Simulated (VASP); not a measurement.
Write the native input for VASP 6.6.1 that does the following.

- Task: single point
- Functional: PBE
- Potentials or basis: VASP PAW PBE potentials, release 64 (Sn_d, Te, O)
- Cutoff: 520 eV
- k mesh: 6 × 6 × 1
- Occupations: gaussian, width 0.2 eV
- Spin: no spin polarisation
- Dipole correction: no
- Further INCAR settings: ALGO = Normal; EDIFF = 1e-06; NBANDS = 64

The structure of Sn2TeO3 lies in POSCAR:

```
Sn2TeO3
1.0
    3.2471765752     -0.0004404642      0.0183962054
   -1.6237054847      2.8368780732     -0.0352335646
    0.1473819841     -0.2437398999     27.4007926565
Sn Te O
4 2 6
Direct
   -0.0135087167     -0.0215343083      0.0204253390
    0.0154144808      0.0174709848      0.5201203586
   -0.0349528045      0.0603546164      0.2183395026
    0.0881885458      0.0442170733      0.7189117284
    0.4296194027      0.5803481730      0.3405481002
    0.1236395381      0.5670626063      0.8407608815
    0.3198578310      0.6520293146      0.0565891663
    0.3483502277      0.6900824962      0.5562935528
    0.6819099782      0.3440689160      0.4834050463
    0.6533779492      0.3054467643      0.9837302119
    0.6330348664      0.3881655310      0.1801681434
    0.7550687011      0.3722878326      0.6807079691
```

One way to write it, as run:

INCAR

```
PREC = Accurate ; ENCUT = 520
EDIFF = 1E-6 ; ISMEAR = 0
SIGMA = 0.2 ; LREAL = False
LASPH = True ; NELM = 100
ALGO = Normal ; ISIF = 2
LWAVE = False ; LCHARG = False
GGA = PE ; NBANDS = 64
```

KPOINTS

```
regular mesh
0
Gamma
  6 6 1
```

Potentials or basis: VASP PAW PBE potentials, release 64 (Sn_d, Te, O).

Command:

```sh
$ cat potpaw_PBE.64/Sn_d/POTCAR potpaw_PBE.64/Te/POTCAR potpaw_PBE.64/O/POTCAR > POTCAR
$ mpirun -np 1 vasp_std > vasp.out
```

It gave:

- Pressure: 0.2 GPa
- Largest force: 0.057 eV/Å
- Band gap on the k mesh: zero (bands 52 and 53 overlap by 1.36 eV)

Caveat: the k points lie up to 0.37 Å⁻¹ apart, too coarse for converged energies and pressures of a metal; spin-orbit coupling is left out, which moves the levels of the heavy elements.

It took 11 min on 1 thread of Oxide Virtual Turin-like Processor (shared host), peak memory 0.47 GiB.
